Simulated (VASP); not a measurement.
# AgCl (Chlorargyrite): relaxation of cell and atoms with PBEsol

The system is AgCl (Chlorargyrite).

```xyz
2
Lattice="0.0000 2.7350 2.7350 2.7350 0.0000 2.7350 2.7350 2.7350 0.0000" Properties=species:S:1:pos:R:3 pbc="T T T"
Ag    0.0000    0.0000    0.0000
Cl    2.7350    2.7350    2.7350
```

```json
{
 "Program": "VASP 6.6.1",
 "Task": "relaxation of cell and atoms",
 "Functional": "PBEsol",
 "Potentials or basis": "VASP PAW PBE potentials, release 64 (Ag, Cl)",
 "Cutoff": "600 eV",
 "k mesh": "16 × 16 × 16",
 "Occupations": "fermi-dirac, width 0.1 eV",
 "Spin": "no spin polarisation",
 "Dipole correction": "no",
 "Further INCAR settings": "ALGO = Normal; EDIFF = 1e-06; IBRION = 2; EDIFFG = -0.002; NSW = 100; ISIF = 3"
}
```

The relaxed volume is 20.18 Å³/atom, the relaxed cell is a = 3.850 Å, b = 3.850 Å, c = 3.850 Å, α = 60.00°, β = 60.00°, γ = 60.00° and the space group after relaxing (to 0.05 Å) is Fm-3m (No. 225). The energy gained by relaxing is 0.7 meV/atom, the ionic steps are 2 and the pressure after relaxing is 0.0 GPa. The band gap on the k mesh is 0.72 eV, indirect (least direct gap 3.04 eV).

Step by step:
```tsv
step	energy change (eV)	largest force (eV/Å)	pressure (GPa)	volume (Å³)
1	0.0000	0.0000	-0.74	40.92
2	-0.0013	0.0000	0.01	40.36
```

Final structure:
```xyz
2
Lattice="0.0000 2.7225 2.7225 2.7225 0.0000 2.7225 2.7225 2.7225 0.0000" Properties=species:S:1:pos:R:3 pbc="T T T"
Ag    2.7225    2.7225    5.4450
Cl    2.7225    2.7225    2.7225
```

Levels at points of the mesh, in eV from the valence-band top:
| k point | band 5 | band 6 | band 7 | band 8 | band 9 | band 10 | band 11 | band 12 | band 13 |
| --- | --- | --- | --- | --- | --- | --- | --- | --- | --- |
| (0.00, 0.00, 0.00) | -2.67 | -2.67 | -2.57 | -2.57 | -2.57 | 0.72 | 10.72 | 10.72 | 10.72 |
| (0.50, 0.00, 0.00) | -2.28 | -2.28 | -1.94 | 0.00 | 0.00 | 3.88 | 6.75 | 7.42 | 7.42 |
| (0.50, 0.50, 0.00) | -3.11 | -2.45 | -2.14 | -2.14 | -2.02 | 2.14 | 7.78 | 8.64 | 11.64 |

It took 56 s on 1 thread of AMD EPYC 9R45 96-Core Processor (Zen 5), on a shared host, peak memory 0.23 GiB.

Caveat: the PAW data sets were made with another functional, which shifts forces and pressure a little. A k mesh can miss the band edges.
